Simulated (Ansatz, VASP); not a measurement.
## One calculation of GaAs, two programs

```xyz
2
Lattice="0.0000 2.8268 2.8268 2.8268 0.0000 2.8268 2.8268 2.8268 0.0000" Properties=species:S:1:pos:R:3 pbc="T T T"
As    4.2403    4.2403    4.2403
Ga    0.0000    0.0000    0.0000
```

Alike in both runs: task single point; functional r2SCAN50; k mesh 4 × 4 × 4; occupations fermi-dirac, width 0.05 eV; no spin polarisation.

|  | VASP | Ansatz |
| --- | --- | --- |
| version | VASP 6.6.1 | Ansatz 0.2.0 |
| potentials or method | VASP PAW PBE potentials, release 64 (As, Ga_d) | Ansatz PAW |
| plane-wave cutoff (eV) | 520 | 500 |
| valence electrons in the cell | 18 | 28 |

Ansatz gave:

| Quantity | Value |
| --- | --- |
| gap on the k mesh at the Fermi level (eV) | 3.84 |
| least direct gap on the mesh (eV) | 3.84 |
| pressure (GPa) | -1.3 |

Task: Which values does VASP return?

Result: gap on the k mesh at the Fermi level (eV): 3.93; least direct gap on the mesh (eV): 3.93; pressure (GPa): -2.0.

VASP's potentials were made for PBE, not for r2SCAN50. VASP's potentials hold 18 valence electrons a cell and Ansatz's 28, so a difference there can come from the potentials and not from the codes.

The k mesh is coarse, so the values compare programs but aren't converged.
